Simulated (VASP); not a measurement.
# N2 in VASP: single point with PBE+D3(BJ)

Aim: the single point of N2 with PBE+D3(BJ).

Program: VASP 6.6.1. These are calculated values, not measurements. Logs are shortened: lines on timing, memory, paths and dates and some standing lists are left out, and cuts for length are marked.

## (1) The cell of the first run

The cell holds a molecule in a box, 2 atoms: a = 6.448 Å, b = 6.448 Å, c = 22.559 Å, α = 90.00°, β = 90.00°, γ = 90.00°.

## (2) Single point, PBE+D3(BJ)

INCAR reads:

```
PREC = Accurate ; ENCUT = 520
EDIFF = 1E-6 ; ISMEAR = 0
SIGMA = 0.1 ; LREAL = False
LASPH = True ; NELM = 120
ALGO = Normal ; ISIF = 2
LWAVE = False ; LCHARG = True
LDIPOL = True ; IDIPOL = 3
DIPOL = 0.5 0.5 0.680 ; GGA = PE
IVDW = 12 ; LELF = True
LVHAR = True ; LVACPOTAV = True
NBANDS = 12 ; GGA_COMPAT = False
NELMDL = -8
```

KPOINTS reads:

```
Automatic mesh
0
Gamma
  3 3 1
```

POSCAR reads:

```
N
1.0
    6.4475937667      0.0000000000      0.0000000000
    0.0000000000      6.4475937667      0.0000000000
    0.0000000000      0.0000000000     22.5591372748
N
2
Direct
    0.7493631477      0.2505843652      0.7047498422
    0.7496717551      0.2502827965      0.6551165495
```

Potentials or basis: VASP PAW PBE potentials, release 64 (N).

Launch:

```sh
> cat potpaw_PBE.64/N/POTCAR > POTCAR
> mpirun -np 1 vasp_std > vasp.out
```

OUTCAR:

```text
PREC = Accurate
   ENCUT = 520
   EDIFF = 1E-6
   ISMEAR = 0
   LREAL = False
   LASPH = True
   NELM = 120
   ISIF = 2
   GGA = PE
   IVDW = 12
   NELMDL = -8
 IVDW          = 12

 ion  position               nearest neighbor table
   1  0.749  0.251  0.705-   2 1.12
   2  0.750  0.250  0.655-   1 1.12

  LATTYP: Found a simple tetragonal cell.
 ALAT       =     6.4475937667
 C/A-ratio  =     3.4988459402

  Lattice vectors:

 A1 = (   6.4475937667,   0.0000000000,   0.0000000000)
 A2 = (   0.0000000000,   6.4475937667,   0.0000000000)
 A3 = (   0.0000000000,   0.0000000000,  22.5591372748)

Analysis of symmetry for initial positions (statically):
=====================================================================
 Subroutine PRICEL returns:
 Original cell was already a primitive cell.

 Routine SETGRP: Setting up the symmetry group for a
 simple tetragonal supercell.

 Subroutine GETGRP returns: Found  4 space group operations
 (whereof  1 operations were pure point group operations)
 out of a pool of 16 trial point group operations.

The static configuration has the point symmetry C_1 .
 The point group associated with its full space group is C_2h.

Analysis of symmetry for dynamics (positions and initial velocities):
=====================================================================
 Subroutine PRICEL returns:
 Original cell was already a primitive cell.

 Routine SETGRP: Setting up the symmetry group for a
 simple tetragonal supercell.

 Subroutine GETGRP returns: Found  4 space group operations
 (whereof  1 operations were pure point group operations)
 out of a pool of 16 trial point group operations.

The dynamic configuration has the point symmetry C_1 .
 The point group associated with its full space group is C_2h.

 Subroutine INISYM returns: Found  4 space group operations
 (whereof  1 operations are pure point group operations),
 and found     1 'primitive' translations

----------------------------------------------------------------------------------------

                                     Primitive cell

  volume of cell :     937.8164

  direct lattice vectors                    reciprocal lattice vectors
     6.447593767  0.000000000  0.000000000     0.155096620  0.000000000  0.000000000
     0.000000000  6.447593767  0.000000000     0.000000000  0.155096620  0.000000000
     0.000000000  0.000000000 22.559137275     0.000000000  0.000000000  0.044327936

  length of vectors
     6.447593767  6.447593767 22.559137275     0.155096620  0.155096620  0.044327936

  position of ions in fractional coordinates (direct lattice)
[... 75 lines left out ...]
   IALGO  =     38    algorithm
   IMIX   =      4    mixing-type and parameters
     AMIX     =   0.40;   BMIX     =  1.00
     AMIX_MAG =   1.60;   BMIX_MAG =  1.00
  volume/ion in A,a.u.               =     468.91      3164.35
  Fermi-wavevector in a.u.,A,eV,Ry     =   0.360331  0.680928  1.766564  0.129839
  Thomas-Fermi vector in A             =   1.279985
   LORBIT       =      0    0 simple, 1 ext, 2 COOP (PROOUT), +10 PAW based schemes
   GGA     = PE    functional components
   LHFCALC =     F    Hartree Fock is set to
   AEXX    =    0.0000 exact exchange contribution
   IVDW    =    12    specifies the selected vdW correction
   LEPSILON=     F    determine dielectric tensor
   LRPA    =     F    only Hartree local field effects (RPA)
 non-spin polarized calculation
 Gauss-broadening in eV      SIGMA  =   0.10
  energy-cutoff  :      520.00
  volume of cell :      937.82
 maximum number of plane-waves:     25263
   NGX = 23   NGY = 23   NGZ = 83

 number of electron      10.0000000 magnetization

 dipolmoment           0.000000      0.000000      0.000001 electrons x Angstroem

 number of electron       9.9999998 magnetization

 dipolmoment           0.000000      0.000000     -0.000017 electrons x Angstroem

 Free energy of the ion-electron system (eV)
  ---------------------------------------------------
  ext. energy  EPLUGINS =         0.00000000
  ---------------------------------------------------
  free energy    TOTEN  =       -16.64819865 eV

  energy without entropy =      -16.64819865  energy(sigma->0) =      -16.64819865

 E-fermi :  -9.5645     XC(G=0):  -0.6380

 val. band max:      -10.0966218598   @ k =   0.3333   0.3333   0.0000
 cond. band min:      -2.1213721084   @ k =   0.3333   0.0000   0.0000
 fundamental gap:      7.9752497514
 Fermi energy:        -9.5645380613

 k-point     1 :       0.0000    0.0000    0.0000
  band No.  band energies     occupation
      1     -27.9879      2.00000
      2     -13.5007      2.00000
      3     -11.3875      2.00000
      4     -11.3875      2.00000
      5     -10.0992      2.00000
      6      -2.0985      0.00000
      7      -2.0985      0.00000
      8      -0.4405      0.00000
      9       0.1961      0.00000
     10       0.2114      0.00000
     11       0.9923      0.00000
     12       1.0305      0.00000
[... 31 lines left out ...]
 k-point     4 :      -0.3333    0.3333    0.0000
  band No.  band energies     occupation
      1     -27.9880      2.00000
      2     -13.5003      2.00000
      3     -11.3895      2.00000
      4     -11.3895      2.00000
      5     -10.0966      2.00000
      6      -2.1185      0.00000
      7      -2.1170      0.00000
      8       0.3121      0.00000
      9       1.0036      0.00000
     10       1.0123      0.00000
     11       1.2060      0.00000
     12       1.6733      0.00000

------------------------ aborting loop because EDIFF is reached ----------------------------------------

 Edisp (eV)   -0.01359

 E8    (eV) :    -0.0036

  FORCE on cell =-STRESS in cart. coord.  units (eV):
  Direction    XX          YY          ZZ          XY          YZ          ZX
  --------------------------------------------------------------------------------------
  -------------------------------------------------------------------------------------
  Total      -0.05461    -0.05461    -1.14155    -0.00000    -0.00192     0.00192
  in kB      -0.09329    -0.09329    -1.95023    -0.00000    -0.00329     0.00329
  external pressure =       -0.71 kB  Pullay stress =        0.00 kB

 VOLUME and BASIS-vectors are now :
 -----------------------------------------------------------------------------
  energy-cutoff  :      520.00
  volume of cell :      937.82
      direct lattice vectors                 reciprocal lattice vectors
     6.447593767  0.000000000  0.000000000     0.155096620  0.000000000  0.000000000
     0.000000000  6.447593767  0.000000000     0.000000000  0.155096620  0.000000000
     0.000000000  0.000000000 22.559137275     0.000000000  0.000000000  0.044327936

 POSITION                                       TOTAL-FORCE (eV/Angst)
 -----------------------------------------------------------------------------------
      4.83159      1.61567     15.89855         0.001677     -0.001677     -0.955542
      4.83358      1.61372     14.77886        -0.001677      0.001677      0.955542
 -----------------------------------------------------------------------------------
    total drift:                               -0.015745     -0.030427      0.004955

  FREE ENERGIE OF THE ION-ELECTRON SYSTEM (eV)
  ---------------------------------------------------
  free  energy   TOTEN  =       -16.6617841953 eV

  energy  without entropy=      -16.6617841953  energy(sigma->0) =      -16.66178420

 vacuum level on the upper side and lower side of the slab         0.190         0.190
```

OSZICAR:

```text
N       E                     dE             d eps       ncg     rms          rms(c)
DAV:   1     0.704922216591E+02    0.70492E+02   -0.26241E+03   120   0.453E+02
DAV:   2    -0.957788974469E+01   -0.80070E+02   -0.78998E+02   172   0.112E+02
DAV:   3    -0.173501149444E+02   -0.77722E+01   -0.77604E+01   176   0.480E+01
DAV:   4    -0.174312380374E+02   -0.81123E-01   -0.81104E-01   112   0.421E+00
DAV:   5    -0.174320518173E+02   -0.81378E-03   -0.81378E-03   152   0.306E-01
DAV:   6    -0.174320526850E+02   -0.86777E-06   -0.86757E-06   136   0.112E-02
DAV:   7    -0.174320526863E+02   -0.13104E-08   -0.13560E-08   156   0.431E-04
DAV:   8    -0.174320526863E+02   -0.31832E-11    0.36823E-10   132   0.224E-05    0.772E+00
DAV:   9    -0.168013115631E+02    0.63074E+00   -0.85558E-01   128   0.586E+00    0.440E+00
DAV:  10    -0.166518358611E+02    0.14948E+00   -0.66498E-01   136   0.513E+00    0.104E+00
DAV:  11    -0.166451621860E+02    0.66737E-02   -0.52342E-02    96   0.155E+00    0.160E-01
DAV:  12    -0.166455348108E+02   -0.37262E-03   -0.15452E-03   104   0.286E-01    0.825E-02
DAV:  13    -0.166467355872E+02   -0.12008E-02   -0.11382E-04    96   0.773E-02    0.364E-02
DAV:  14    -0.166474015877E+02   -0.66600E-03   -0.13547E-04   104   0.620E-02    0.115E-02
DAV:  15    -0.166479913340E+02   -0.58975E-03   -0.60750E-05   104   0.385E-02    0.854E-03
DAV:  16    -0.166481378353E+02   -0.14650E-03   -0.12134E-05   104   0.167E-02    0.312E-03
DAV:  17    -0.166481937996E+02   -0.55964E-04   -0.55141E-06   112   0.949E-03    0.112E-03
DAV:  18    -0.166481993864E+02   -0.55867E-05   -0.49002E-07   108   0.297E-03    0.177E-03
DAV:  19    -0.166481986509E+02    0.73546E-06   -0.68314E-07   104   0.340E-03
   1 F= -.16661784E+02 E0= -.16661784E+02  d E =-.261644E-13
```

stdout:

```text
POSCAR found type information on POSCAR N
 POSCAR found :  1 types and       2 ions
 scaLAPACK will be used
 LDA part: xc-table for (Slater+PW92), standard interpolation
 POSCAR, INCAR and KPOINTS ok, starting setup
 FFT: planning ... GRIDC
 FFT: planning ... GRID_SOFT
 FFT: planning ... GRID
 WAVECAR not read
 entering main loop
 -----------------------------------------------------------------------------
|                                                                             |
|           W    W    AA    RRRRR   N    N  II  N    N   GGGG   !!!           |
|           W    W   A  A   R    R  NN   N  II  NN   N  G    G  !!!           |
|           W    W  A    A  R    R  N N  N  II  N N  N  G       !!!           |
|           W WW W  AAAAAA  RRRRR   N  N N  II  N  N N  G  GGG   !            |
|           WW  WW  A    A  R   R   N   NN  II  N   NN  G    G                |
|           W    W  A    A  R    R  N    N  II  N    N   GGGG   !!!           |
|                                                                             |
|     Did not find any points to average over, which means that no vacuum     |
|     field-free region was found. Please increase the size of  your cell     |
|     in the dimension of the dipole correction to obtain accurate            |
|     workfunction values.                                                    |
|                                                                             |
 -----------------------------------------------------------------------------
```

It took 45 s on 1 thread of Intel Xeon 6975P-C (Granite Rapids), shared host; peak memory 0.7 GiB.

What came out:

- Free energy: -16.6618 eV
- Largest force: 0.956 eV/Å
- Gap between the frontier levels: 7.98 eV
- Dispersion energy per atom: -0.007 eV

Forces in eV/Å, atoms in the order of the input:
```
N    0.002 -0.002 -0.956
N   -0.002  0.002  0.956
```

Levels at points of the mesh, in eV from the valence-band top:
```csv
k point,band 3,band 4,band 5,band 6,band 7,band 8
"(0.00, 0.00, 0.00)",-1.29,-1.29,0.00,8.00,8.00,9.66
```

Caveat: the standard files for N, O and F lose accuracy on very short bonds.
